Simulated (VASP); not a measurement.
Write the native input for VASP 6.6.1 that does the following.

| Quantity | Value |
| --- | --- |
| Task | single point |
| Functional | PBE |
| Potentials or basis | VASP PAW PBE potentials, release 64 (Cd, S) |
| Cutoff | 520 eV |
| k mesh | 12 × 12 × 12 |
| Occupations | gaussian, width 0.1 eV |
| Spin | no spin polarisation |
| Dipole correction | no |
| Further INCAR settings | ALGO = Normal; EDIFF = 1e-06; NBANDS = 26 |

The structure of CdS lies in POSCAR:

```
CdS
1.0
    0.0000000000      3.4181638891      3.4181638891
    3.4181638891      0.0000000000      3.4181638891
    3.4181638891      3.4181638891      0.0000000000
Cd S
2 2
Direct
    0.0000000000      0.0000000000      0.0000000000
    0.2500000000      0.2500000000      0.2500000000
    0.5000000000      0.5000000000      0.5000000000
    0.7500000000      0.7500000000      0.7500000000
```

One way to write it, as run:

INCAR

```
SYSTEM = CdS
PREC = Accurate ; ENCUT = 520
EDIFF = 1E-6 ; ISMEAR = 0
SIGMA = 0.1 ; LREAL = .False.
LASPH = .True. ; NELM = 100
ALGO = Normal ; ISIF = 2
LWAVE = .False. ; LCHARG = .False.
GGA = PE ; NBANDS = 26
```

KPOINTS

```
regular mesh
0
Gamma
  12 12 12
  0 0 0
```

Potentials or basis: VASP PAW PBE potentials, release 64 (Cd, S).

Command:

```bash
$ cat potpaw_PBE.64/Cd/POTCAR potpaw_PBE.64/S/POTCAR > POTCAR
$ mpirun -np 1 vasp_std > vasp.out
```

It gave:

```
Pressure               : 0.3 GPa
Band gap on the k mesh : zero (band 18 reaches 4.22 eV, above the bottom of band 19 at 2.40 eV)
```

It took 72 s on 1 thread of Intel Xeon 6975P-C, on a shared host, peak memory 0.28 GiB.
